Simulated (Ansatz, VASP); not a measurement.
Two plane-wave programs on TiGe4Mo

Contents of INCAR:

```
SYSTEM = TiGe4Mo
  ALGO = Normal
  EDIFF = 1E-6
  EDIFFG = -0.04
  ENCUT = 600
  GGA = PE
  IBRION = 2
  ISIF = 3
  ISMEAR = 0
  LASPH = .True.
  LCHARG = .False.
  LREAL = .False.
  LWAVE = .False.
  NELM = 100
  NSW = 90
  PREC = Accurate
  SIGMA = 0.1
```

Contents of KPOINTS:

```
k-points
0
Gamma
  6 6 2
  0 0 0
```

Contents of POSCAR:

```
TiGe4Mo
1.0
    3.5401402700      0.0000000000      0.0000000000
    0.0000000000      3.5401402700      0.0000000000
    0.0000000000      0.0000000000      8.7286892900
Ti Ge Mo
1 4 1
Direct
    0.5000000000      0.5000000000      0.5000000000
    0.0000000000      0.0000000000      0.6616742600
    0.5000000000      0.5000000000      0.1616742600
    0.0000000000      0.0000000000      0.3383257400
    0.5000000000      0.5000000000      0.8383257400
    0.0000000000      0.0000000000      0.0000000000
```

Input for Ansatz:

```yaml
crystal:
  lattice:
    - [3.54014027, 0.0, 0.0]
    - [0.0, 3.54014027, 0.0]
    - [0.0, 0.0, 8.72868929]
  atoms:
    - { symbol: Ti, position: [0.5, 0.5, 0.5] }
    - { symbol: Ge, position: [0.0, 0.0, 0.66167426] }
    - { symbol: Ge, position: [0.5, 0.5, 0.16167426] }
    - { symbol: Ge, position: [0.0, 0.0, 0.33832574] }
    - { symbol: Ge, position: [0.5, 0.5, 0.83832574] }
    - { symbol: Mo, position: [0.0, 0.0, 0.0] }
basis:
  ecutwfc: 420
kpoints:
  mp_grid: { grid: [6, 6, 2] }
hamiltonian:
  xc: pbe
scf:
  occupations: { method: gaussian, width: 0.1 }
  lower_state_search: "off"
output:
  forces: true
  stress: true
  eigenvalues: true
relax:
  adjacent_minimum: "off"
  f_tol: 0.04
  max_steps: 70
  cell: { stress_tol: 0.4 }
```

Alike in both runs: task relaxation of cell and atoms; functional PBE; k mesh 6 × 6 × 2; occupations gaussian, width 0.1 eV; no spin polarisation.

|  | VASP | Ansatz |
| --- | --- | --- |
| version | VASP 6.6.1 | Ansatz 0.2.0 |
| potentials or method | VASP PAW PBE potentials, release 64 (Ti_sv, Ge_d, Mo_sv), cutoff 600 eV | scalar-relativistic, plane waves, PAW |
| valence electrons in the cell | 82 | 82 |

Ansatz gave:

- gap on the k mesh at the Fermi level, each at its own relaxed structure (eV): none
- relaxed volume (Å³/atom): 15.80
- relaxed cell length with the largest relative difference (Å): 3.342

Question: What did VASP give for the same quantities?

Answer: gap on the k mesh at the Fermi level, each at its own relaxed structure (eV): none; relaxed volume (Å³/atom): 15.84; relaxed cell length with the largest relative difference (Å): 3.345.

A gap of «none» marks a metal or a gap that the smearing closes.
